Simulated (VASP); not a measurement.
Input of a VASP 6.6.1 run:

Contents of INCAR:

```
SYSTEM = Al
PREC = Accurate
ENCUT = 520
EDIFF = 1E-6
ISMEAR = -1
SIGMA = 0.05
LREAL = .FALSE.
LASPH = .TRUE.
NELM = 100
ALGO = Normal
ISIF = 2
LWAVE = .FALSE.
LCHARG = .TRUE.
GGA = CA
LELF = .TRUE.
LVHAR = .TRUE.
NBANDS = 10
```

KPOINTS

```
Automatic mesh
0
G
  11 11 6
  0 0 0
```

The input POSCAR:

```
Al
1.0
    2.7935792435      0.0000000000      0.0000000000
   -1.3967896217      2.4193105923      0.0000000000
    0.0000000000      0.0000000000      4.8341855930
Al
2
Direct
    0.3333333333      0.6666666667      0.2500000000
    0.6666666667      0.3333333333      0.7500000000
```

Potentials or basis: VASP PAW LDA potentials, release 64 (Al).

Run with:

```bash
$ cat potpaw_LDA.64/Al/POTCAR > POTCAR
$ mpirun -np 1 vasp_std > vasp.out
```

Problem. Estimate the band gap on the k mesh.

Solution. Zero (band 3 reaches 11.38 eV, above the bottom of band 4 at 4.93 eV).

Problem. Predict the pressure.

Solution. -1.5 GPa.

Stress tensor (GPa, compression positive):
```
-0.03  0.00  0.00
 0.00 -0.03  0.00
 0.00  0.00 -4.49
```
